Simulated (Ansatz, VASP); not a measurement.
One calculation of GaN, two programs

```xyz
2
Lattice="0.0000 2.2684 2.2684 2.2684 0.0000 2.2684 2.2684 2.2684 0.0000" Properties=species:S:1:pos:R:3 pbc="T T T"
Ga    0.0000    0.0000    0.0000
N     1.1342    1.1342    1.1342
```

Alike in both runs: task single point; functional revPBE; dispersion D3(BJ); k mesh 10 × 10 × 10; occupations fermi-dirac, width 0.05 eV; no spin polarisation.

|  | VASP | Ansatz |
| --- | --- | --- |
| version | VASP 6.6.1 | Ansatz 0.2.0 |
| potentials or method | VASP PAW PBE potentials, release 64 (Ga_d, N) | Ansatz PAW |
| plane-wave cutoff (eV) | 520 | 420 |
| valence electrons in the cell | 18 | 18 |

```csv
,VASP,Ansatz,Ansatz less VASP
gap on the k mesh at the Fermi level (eV),1.64,1.62,-0.019
least direct gap on the mesh (eV),1.64,1.62,-0.019
pressure (GPa),-2.9,-2.8,+0.12
```

VASP's potentials were made for PBE, not for revPBE.
